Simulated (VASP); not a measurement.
# C (P6_3/mmc) in VASP: a series of runs

C is run at these levels: PBE; tasks: electric field gradients.

Everything below comes from runs of VASP 6.6.1. Logs are shortened: lines on timing, memory, paths and dates and some standing lists are left out, and cuts for length are marked.

## Step 1: The cell of the first run

The structure is hexagonal, space group P6_3/mmc (No. 194). The conventional cell has a = 2.087 Å, b = 2.087 Å, c = 3.470 Å, α = 90.00°, β = 90.00°, γ = 120.00°. C (site symmetry -6m2) has 12 C at 2.09 to 2.11 Å within 2.8 Å.

## Step 2: Electric field gradients, PBE (volume scaled by 0.9405)

Contents of INCAR:

```
SYSTEM = C
PREC = Accurate
ENCUT = 520
EDIFF = 1E-8
ISMEAR = -1
SIGMA = 0.03
LREAL = .FALSE.
LASPH = .TRUE.
NELM = 120
ALGO = Normal
ISIF = 2
LWAVE = .FALSE.
LCHARG = .FALSE.
GGA = PE
LEFG = .TRUE.
NBANDS = 11
GGA_COMPAT = .FALSE.
```

Contents of KPOINTS:

```
regular mesh
0
G
  17 17 9
  0 0 0
```

Contents of POSCAR:

```
C
1.0
    2.0870846382      0.0000000000      0.0000000000
   -1.0435423191      1.8074683166      0.0000000000
    0.0000000000      0.0000000000      3.4698018208
C
2
Direct
    0.3333333333      0.6666666667      0.2500000000
    0.6666666667      0.3333333333      0.7500000000
```

Potentials or basis: VASP PAW PBE potentials, release 64 (C).

Run with:

```bash
> cat potpaw_PBE.64/C/POTCAR > POTCAR
> mpirun -np 1 vasp_std > vasp.out
```

OUTCAR:

```text
SYSTEM = C
   PREC = Accurate
   ENCUT = 520
   EDIFF = 1E-8
   ISMEAR = -1
   LREAL = .FALSE.
   LASPH = .TRUE.
   NELM = 120
   ISIF = 2
   GGA = PE

 ion  position               nearest neighbor table
   1  0.333  0.667  0.250-
   2  0.667  0.333  0.750-

  LATTYP: Found a hexagonal cell.
 ALAT       =     2.0870846382
 C/A-ratio  =     1.6625113123

  Lattice vectors:

 A1 = (   2.0870846382,   0.0000000000,   0.0000000000)
 A2 = (  -1.0435423191,   1.8074683166,   0.0000000000)
 A3 = (   0.0000000000,   0.0000000000,   3.4698018208)

Analysis of symmetry for initial positions (statically):
=====================================================================
 Subroutine PRICEL returns:
 Original cell was already a primitive cell.

 Routine SETGRP: Setting up the symmetry group for a
 hexagonal supercell.

 Subroutine GETGRP returns: Found 24 space group operations
 (whereof 12 operations were pure point group operations)
 out of a pool of 24 trial point group operations.

The static configuration has the point symmetry D_3d.
 The point group associated with its full space group is D_6h.

Analysis of symmetry for dynamics (positions and initial velocities):
=====================================================================
 Subroutine PRICEL returns:
 Original cell was already a primitive cell.

 Routine SETGRP: Setting up the symmetry group for a
 hexagonal supercell.

 Subroutine GETGRP returns: Found 24 space group operations
 (whereof 12 operations were pure point group operations)
 out of a pool of 24 trial point group operations.

The dynamic configuration has the point symmetry D_3d.
 The point group associated with its full space group is D_6h.

 Subroutine INISYM returns: Found 24 space group operations
 (whereof 12 operations are pure point group operations),
 and found     1 'primitive' translations

----------------------------------------------------------------------------------------

                                     Primitive cell

  volume of cell :      13.0893

  direct lattice vectors                    reciprocal lattice vectors
     2.087084638  0.000000000  0.000000000     0.479137253  0.276630022  0.000000000
    -1.043542319  1.807468317  0.000000000     0.000000000  0.553260044  0.000000000
     0.000000000  0.000000000  3.469801821     0.000000000  0.000000000  0.288200898

  length of vectors
     2.087084638  2.087084638  3.469801821     0.553260044  0.553260044  0.288200898

  position of ions in fractional coordinates (direct lattice)
     0.333333333  0.666666667  0.250000000
     0.666666667  0.333333333  0.750000000

  ion indices of the primitive-cell ions
   primitive index   ion index
                 1           1
                 2           2

----------------------------------------------------------------------------------------

 KPOINTS: regular mesh

Automatic generation of k-mesh.
 Grid dimensions read from file:
 generate k-points for:   17   17    9

 Generating k-lattice:

  Cartesian coordinates                     Fractional coordinates (reciprocal lattice)
     0.028184544  0.016272354  0.000000000     0.058823529 -0.000000000  0.000000000
     0.000000000  0.032544708  0.000000000     0.000000000  0.058823529  0.000000000
     0.000000000  0.000000000  0.032022322     0.000000000  0.000000000  0.111111111

  Length of vectors
     0.032544708  0.032544708  0.032022322

  Shift w.r.t. Gamma in fractional coordinates (k-lattice)
     0.000000000  0.000000000  0.000000000

 Subroutine IBZKPT returns following result:
 ===========================================

 Found    165 irreducible k-points:

 Following reciprocal coordinates:
            Coordinates               Weight
  0.000000  0.000000  0.000000      1.000000
  0.058824  0.000000  0.000000      6.000000
  0.117647  0.000000  0.000000      6.000000
  0.176471  0.000000  0.000000      6.000000
  0.235294  0.000000  0.000000      6.000000
  0.294118  0.000000  0.000000      6.000000
[... 16 lines left out ...]
  0.411765  0.117647  0.000000     12.000000
  0.176471  0.176471  0.000000      6.000000
 [... further k-points ...]
   k-points           NKPTS =    165   k-points in BZ     NKDIM =    165   number of bands    NBANDS=     11
   number of dos      NEDOS =    301   number of ions     NIONS =      2
   total plane-waves  NPLWV =   7168
   dimension x,y,z NGX =    16 NGY =   16 NGZ =   28
   dimension x,y,z NGXF=    32 NGYF=   32 NGZF=   56
   ions per type =               2
   NGX,Y,Z   is equivalent  to a cutoff of  12.74, 12.74, 13.42 a.u.
   NGXF,Y,Z  is equivalent  to a cutoff of  25.49, 25.49, 26.83 a.u.
 SYSTEM =  C
   PREC   = accura    normal or accurate (medium, high low for compatibility)
   ISTART =      0    job   : 0-new  1-cont  2-samecut
   ICHARG =      2    charge: 1-file 2-atom 10-const
   ISPIN  =      1    spin polarized calculation?
   LNONCOLLINEAR =      F non collinear calculations
   LSORBIT =      F    spin-orbit coupling
   LASPH  =      T    aspherical Exc in radial PAW
   ENCUT  =  520.0 eV  38.22 Ry    6.18 a.u.   3.88  3.88  6.45*2*pi/ulx,y,z
   NELM   =    120;   NELMIN=  2; NELMDL= -5     # of ELM steps
   EDIFF  = 0.1E-07   stopping-criterion for ELM
   LREAL  =      F    real-space projection
   EDIFFG = 0.1E-06   stopping-criterion for IOM
   NSW    =      0    number of steps for IOM
   IBRION =     -1    ionic relax: 0-MD 1-quasi-New 2-CG
   NFREE  =      0    steps in history (QN), initial steepest desc. (CG)
   ISIF   =      2    stress and relaxation
   ISYM   =      2    0-nonsym 1-usesym 2-fastsym
   POTIM  = 0.5000    time-step for ionic-motion
   TEBEG  =    0.0;   TEEND  =   0.0 temperature during run
   PSTRESS=    0.0 pullay stress
   NELECT =       8.0000    total number of electrons
   NUPDOWN=      -1.0000    fix difference up-down
   EMIN   =  10.00;   EMAX   =-10.00  energy-range for DOS
   EFERMI =   0.00;   METHOD = LEGACY
   ISMEAR =    -1;   SIGMA  =   0.03  broadening in eV -4-tet -1-fermi 0-gaus
   EFERMI_NEDOS =   21; number of points for ismear=-14 and -15
   IALGO  =     38    algorithm
   IMIX   =      4    mixing-type and parameters
     AMIX     =   0.40;   BMIX     =  1.00
     AMIX_MAG =   1.60;   BMIX_MAG =  1.00
  volume/ion in A,a.u.               =       6.54        44.17
  Fermi-wavevector in a.u.,A,eV,Ry     =   1.389312  2.625418 26.261787  1.930187
  Thomas-Fermi vector in A             =   2.513354
   LORBIT       =      0    0 simple, 1 ext, 2 COOP (PROOUT), +10 PAW based schemes
   GGA     = PE    functional components
[... 5 lines left out ...]
 non-spin polarized calculation
  energy-cutoff  :      520.00
  volume of cell :       13.09
 maximum number of plane-waves:       364
 NGX is ok and might be reduce to    16
   NGX =  7   NGY =  7   NGZ = 13

 number of electron       8.0000000 magnetization

 Free energy of the ion-electron system (eV)
  ---------------------------------------------------
  ext. energy  EPLUGINS =         0.00000000
  ---------------------------------------------------
  free energy    TOTEN  =        -9.45354158 eV

  energy without entropy =       -9.45190688  energy(sigma->0) =       -9.45272423

 E-fermi :   9.0457     XC(G=0): -13.2306

 val. band max:        9.0338466473   @ k =   0.3529   0.1176   0.1111
 cond. band min:       9.1345267118   @ k =   0.2353   0.1176   0.3333
 fundamental gap:      0.1006800646
 Fermi energy:         9.0457155187

 k-point     1 :       0.0000    0.0000    0.0000
  band No.  band energies     occupation
      1     -11.1206      2.00000
      2      -1.0359      2.00000
      3      -0.7085      2.00000
      4      16.2840      0.00000
      5      16.2840      0.00000
      6      17.7528      0.00000
      7      18.0937      0.00000
      8      18.0937      0.00000
      9      35.6000      0.00000
     10      38.7369      0.00000
     11      39.4664      0.00000

 k-point     2 :       0.0588    0.0000    0.0000
  band No.  band energies     occupation
      1     -10.9872      2.00000
      2      -0.9245      2.00000
      3      -0.5706      2.00000
      4      15.7245      0.00000
      5      16.0173      0.00000
      6      17.6996      0.00000
      7      17.8782      0.00000
      8      18.0830      0.00000
      9      35.5625      0.00000
     10      36.7850      0.00000
     11      39.8691      0.00000
[... 295 lines left out ...]
 k-point    24 :       0.1765    0.1765    0.0000
  band No.  band energies     occupation
      1      -7.5402      2.00000
      2       1.9442      2.00000
      3       2.8946      2.00000
      4       8.3211      2.00000
      5       9.6046      0.00000
      6      14.4061      0.00000
      7      15.0175      0.00000
      8      15.4871      0.00000
      9      29.5679      0.00000
     10      32.0262      0.00000
     11      34.6308      0.00000

 [... further k-points ...]
[... 5 lines left out ...]
  --------------------------------------------------------------------------------------
  -------------------------------------------------------------------------------------
  Total        0.8692867      0.8692867      0.8816631      0.0000000      0.0000000      0.0000000
  in kB      106.4040598    106.4040598    107.9189824      0.0000000      0.0000000      0.0000000
  external PRESSURE =     106.9090340 kB  Pullay stress =       0.0000000 kB

 VOLUME and BASIS-vectors are now :
 -----------------------------------------------------------------------------
  energy-cutoff  :      520.00
  volume of cell :       13.09
      direct lattice vectors                 reciprocal lattice vectors
     2.087084638  0.000000000  0.000000000     0.479137253  0.276630022  0.000000000
    -1.043542319  1.807468317  0.000000000     0.000000000  0.553260044  0.000000000
     0.000000000  0.000000000  3.469801821     0.000000000  0.000000000  0.288200898

 POSITION                                       TOTAL-FORCE (eV/Angst)
 -----------------------------------------------------------------------------------
     -0.00000      1.20498      0.86745        -0.000000      0.000000      0.000000
      1.04354      0.60249      2.60235         0.000000     -0.000000      0.000000
 -----------------------------------------------------------------------------------
    total drift:                               -0.000000      0.000000      0.000000

  FREE ENERGIE OF THE ION-ELECTRON SYSTEM (eV)
  ---------------------------------------------------
  free  energy   TOTEN  =        -9.4535415804 eV

  energy  without entropy=       -9.4519068784  energy(sigma->0) =       -9.45272423

 Electric field gradients (V/A^2)
---------------------------------------------------------------------
 ion       V_xx      V_yy      V_zz      V_xy      V_xz      V_yz
---------------------------------------------------------------------
   1       0.649     0.649    -1.297     0.000     0.000    -0.000
   2       0.649     0.649    -1.297     0.000    -0.000     0.000
---------------------------------------------------------------------

 Electric field gradients after diagonalization (V/A^2)
 (convention: |V_zz| > |V_xx| > |V_yy|)
----------------------------------------------------------------------
 ion       V_xx      V_yy      V_zz     asymmetry (V_yy - V_xx)/ V_zz
----------------------------------------------------------------------
   1       0.649     0.649    -1.297       0.000
   2       0.649     0.649    -1.297       0.000
----------------------------------------------------------------------

           NMR quadrupolar parameters

 Cq : quadrupolar parameter    Cq=e*Q*V_zz/h
 eta: asymmetry parameters     (V_yy - V_xx)/ V_zz
 Q  : nuclear electric quadrupole moment in mb (millibarn)
----------------------------------------------------------------------
 ion       Cq(MHz)       eta       Q (mb)
----------------------------------------------------------------------
   1      -0.003       0.000       1.000
   2      -0.003       0.000       1.000
----------------------------------------------------------------------
```

Run time: 5.7 s. Hardware: 1 thread of Intel Xeon 6975P-C (Granite Rapids), shared host; peak memory 0.13 GiB.

Results:

* Free energy: -9.4535 eV
* Pressure: 10.7 GPa
* Band gap on the k mesh: zero (band 4 reaches 16.34 eV, above the bottom of band 5 at 4.89 eV)

Electric field gradients, principal values (V/Å²):
```tsv
atom	least	middle	greatest (by size)
1 C	0.649	0.649	-1.297
2 C	0.649	0.649	-1.297
```

Caveat: without QUAD_EFG the Cq values of the log hold for a quadrupole moment of 1 mb, not for the nuclei.

## Step 3: Electric field gradients, PBE (volume scaled by 0.9405)

Contents of INCAR:

```
PREC = Accurate
ENCUT = 520
EDIFF = 1E-8
ISMEAR = -1
SIGMA = 0.03
LREAL = F
LASPH = T
NELM = 120
ALGO = Normal
ISIF = 2
LWAVE = F
LCHARG = F
GGA = PE
LEFG = T
NBANDS = 11
GGA_COMPAT = F
```

Contents of KPOINTS:

```
Automatic mesh
0
Gamma
  17 17 9
```

POSCAR is that of step 2.

Potentials or basis: VASP PAW PBE potentials, release 64 (C).

Run with:

```bash
> cat potpaw_PBE.64/C/POTCAR > POTCAR
> mpirun -np 1 vasp_std > vasp.out
```

OUTCAR:

```text
PREC = Accurate
   ENCUT = 520
   EDIFF = 1E-8
   ISMEAR = -1
   LREAL = F
   LASPH = T
   NELM = 120
   ISIF = 2
   GGA = PE

 ion  position               nearest neighbor table
   1  0.333  0.667  0.250-
   2  0.667  0.333  0.750-

  LATTYP: Found a hexagonal cell.
 ALAT       =     2.0870846382
 C/A-ratio  =     1.6625113123

  Lattice vectors:

 A1 = (   2.0870846382,   0.0000000000,   0.0000000000)
 A2 = (  -1.0435423191,   1.8074683166,   0.0000000000)
 A3 = (   0.0000000000,   0.0000000000,   3.4698018208)

[... 548 lines left out ...]
  ---------------------------------------------------
  free  energy   TOTEN  =        -9.4535415804 eV

  energy  without entropy=       -9.4519068784  energy(sigma->0) =       -9.45272423

 Electric field gradients (V/A^2)
---------------------------------------------------------------------
 ion       V_xx      V_yy      V_zz      V_xy      V_xz      V_yz
---------------------------------------------------------------------
   1       0.649     0.649    -1.297     0.000     0.000    -0.000
   2       0.649     0.649    -1.297     0.000    -0.000     0.000
---------------------------------------------------------------------

 Electric field gradients after diagonalization (V/A^2)
 (convention: |V_zz| > |V_xx| > |V_yy|)
----------------------------------------------------------------------
 ion       V_xx      V_yy      V_zz     asymmetry (V_yy - V_xx)/ V_zz
----------------------------------------------------------------------
   1       0.649     0.649    -1.297       0.000
   2       0.649     0.649    -1.297       0.000
----------------------------------------------------------------------

           NMR quadrupolar parameters

 Cq : quadrupolar parameter    Cq=e*Q*V_zz/h
 eta: asymmetry parameters     (V_yy - V_xx)/ V_zz
 Q  : nuclear electric quadrupole moment in mb (millibarn)
----------------------------------------------------------------------
 ion       Cq(MHz)       eta       Q (mb)
----------------------------------------------------------------------
   1      -0.003       0.000       1.000
   2      -0.003       0.000       1.000
----------------------------------------------------------------------
```

Wall time 5.7 s (1 thread of Intel Xeon 6975P-C (Granite Rapids), shared host); peak memory 0.12 GiB.

What came out:

| Item | Value |
| --- | --- |
| Free energy | -9.4535 eV |
| Pressure | 10.7 GPa |
| Band gap on the k mesh | zero (band 4 reaches 16.34 eV, above the bottom of band 5 at 4.89 eV) |

Electric field gradients, principal values (V/Å²):
| atom | least | middle | greatest (by size) |
| --- | --- | --- | --- |
| 1 C | 0.649 | 0.649 | -1.297 |
| 2 C | 0.649 | 0.649 | -1.297 |

Caveat: without QUAD_EFG the Cq values of the log hold for a quadrupole moment of 1 mb, not for the nuclei.

(Part 1 of 2 ends here.)
